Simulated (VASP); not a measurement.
Here is a VASP 6.6.1 calculation.

The input POSCAR:

```
ZrMoC2
1.0
    1.6007200000      0.9241800000      5.2523500000
   -1.6007200000      0.9241800000      5.2523500000
    0.0000000000     -1.8483500000      5.2523500000
Zr Mo C
1 1 2
Direct
    0.5000000000      0.5000000000      0.5000000000
    0.0000000000      0.0000000000      0.0000000000
    0.2556400000      0.2556400000      0.2556400000
    0.7443600000      0.7443600000      0.7443600000
```

Contents of INCAR.step1:

```
PREC = Accurate
ENCUT = 520
ISMEAR = -1
SIGMA = 0.025
LREAL = F
LASPH = T
NELM = 100
NBANDS = 25
GGA = PE
ALGO = Normal
EDIFF = 1E-4
LWAVE = T
LCHARG = F
```

The input INCAR.step2:

```
PREC = Accurate
ENCUT = 520
EDIFF = 1E-7
ISMEAR = -1
SIGMA = 0.025
LREAL = F
LASPH = T
NELM = 100
ALGO = Normal
ISIF = 2
LWAVE = F
LCHARG = T
METAGGA = R2SCAN
LMIXTAU = T
LELF = T
LVHAR = T
NBANDS = 25
ISTART = 1
```

File KPOINTS:

```
regular mesh
0
Gamma
  9 9 9
```

Potentials or basis: VASP PAW PBE potentials, release 64 (Zr_sv, Mo_sv, C).

The run is started by

```console
$ cat potpaw_PBE.64/Zr_sv/POTCAR potpaw_PBE.64/Mo_sv/POTCAR potpaw_PBE.64/C/POTCAR > POTCAR
$ cp INCAR.step1 INCAR
$ mpirun -np 1 vasp_std > vasp.out
$ cp INCAR.step2 INCAR
$ mpirun -np 1 vasp_std > vasp.out
```

Q: Predict the largest force.

A: 0.204 eV/Å.

Q: What does it give for the pressure?

A: -2.9 GPa.

Stress tensor (GPa, compression positive):
```
-2.89  0.00  0.00
 0.00 -2.89  0.00
 0.00  0.00 -2.97
```

Caveat: the PAW data sets were made with another functional, which shifts forces and pressure a little.
